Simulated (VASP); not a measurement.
Here is a VASP 6.6.1 calculation.

The input INCAR:

```
PREC = Accurate ; ENCUT = 520
EDIFF = 1E-6 ; ISMEAR = 0
SIGMA = 0.05 ; LREAL = F
LASPH = T ; NELM = 60
ALGO = Normal ; ISIF = 2
LWAVE = F ; LCHARG = F
GGA = PE ; NBANDS = 11
```

Contents of KPOINTS:

```
regular mesh
0
Gamma
  10 10 10
```

The input POSCAR:

```
MgO
1.0
    0.0000000000      2.1272186771      2.1272186771
    2.1272186771      0.0000000000      2.1272186771
    2.1272186771      2.1272186771      0.0000000000
Mg O
1 1
Direct
   -0.0199592763      0.0199592763      0.0465716447
    0.5303212832      0.4696787168      0.4292503391
```

Potentials or basis: VASP PAW PBE potentials, release 64 (Mg, O).

Run with:

```console
$ cat potpaw_PBE.64/Mg/POTCAR potpaw_PBE.64/O/POTCAR > POTCAR
$ mpirun -np 1 vasp_std > vasp.out
```

**Question.** Predict the band gap on the k mesh.

**Answer.** 4.40 eV, direct.

**Question.** Estimate the largest force.

**Answer.** 3.365 eV/Å.

**Question.** What does it give for the pressure?

**Answer.** 14.0 GPa.

Stress tensor (GPa, compression positive):
```
42.73 -4.17  0.00
-4.17  2.47  0.00
 0.00  0.00 -3.30
```

Caveat: the cell differs from its parent crystal (mode 4 frozen in at -0.215 Å and mode 5 at -0.086 Å (largest displacements)); forces of over 1 eV/Å act on the atoms, so gaps and moduli don't describe the material at rest.
